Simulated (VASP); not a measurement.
A run of VASP 6.6.1:

The input INCAR:

```
PREC = Accurate ; ENCUT = 520
EDIFF = 1E-6 ; ISMEAR = 0
SIGMA = 0.05 ; LREAL = Auto
LASPH = True ; NELM = 150
ALGO = Normal ; ISIF = 2
LWAVE = False ; LCHARG = False
ISPIN = 2 ; MAGMOM = 1 0 0 0 0 0 0 0 0 0 0 0 0 0 0 0
LORBIT = 11 ; NUPDOWN = 1.0
LMAXMIX = 4 ; LDAU = True
LDAUTYPE = 2 ; LDAUL = 2 -1 -1
LDAUU = 2 0 0 ; LDAUJ = 0 0 0
LDAUPRINT = 1 ; GGA = PS
NBANDS = 53
```

File KPOINTS:

```
Automatic mesh
0
Gamma
  3 3 3
```

Contents of POSCAR:

```
Si7PdC8
1.0
    0.0000000000      4.3580000000      4.3580000000
    4.3580000000      0.0000000000      4.3580000000
    4.3580000000      4.3580000000      0.0000000000
Pd Si C
1 7 8
Direct
    0.9985120068      0.0014817106      0.0001348684
    0.9959776440      0.9993993439      0.5023713880
    0.9960239966      0.5039575895      0.9977614746
    0.9960195893      0.5039464916      0.5023744001
    0.5006153515      0.9994179348      0.9977393167
    0.5005922752      0.9994411165      0.5022896129
    0.5006409381      0.5039571230      0.9977444199
    0.4982886190      0.5017127018      0.5000509255
    0.1331292654      0.1365160330      0.1348897383
    0.1330554484      0.1364773051      0.5957024134
    0.1331867839      0.5970788001      0.1349118402
    0.1239869420      0.6264598039      0.6248269315
    0.5940531588      0.1364707605      0.1347536752
    0.6230374944      0.1274138327      0.6248083382
    0.6230746445      0.6264712122      0.1257393475
    0.6230697129      0.6264859288      0.6248020359
```

Potentials or basis: VASP PAW PBE potentials, release 64 (Pd, Si, C).

Run with:

```bash
$ cat potpaw_PBE.64/Pd/POTCAR potpaw_PBE.64/Si/POTCAR potpaw_PBE.64/C/POTCAR > POTCAR
$ mpirun -np 1 vasp_std > vasp.out
```

Hardware: 1 thread of AMD EPYC 7R13 Processor (Zen 3) (shared host).

Task: How long does it take, and how much memory?

Result: It took 6.5 min on 1 thread of AMD EPYC 7R13 Processor (Zen 3) (shared host), peak memory 0.46 GiB. Counts: scf iterations 16, k points 14.
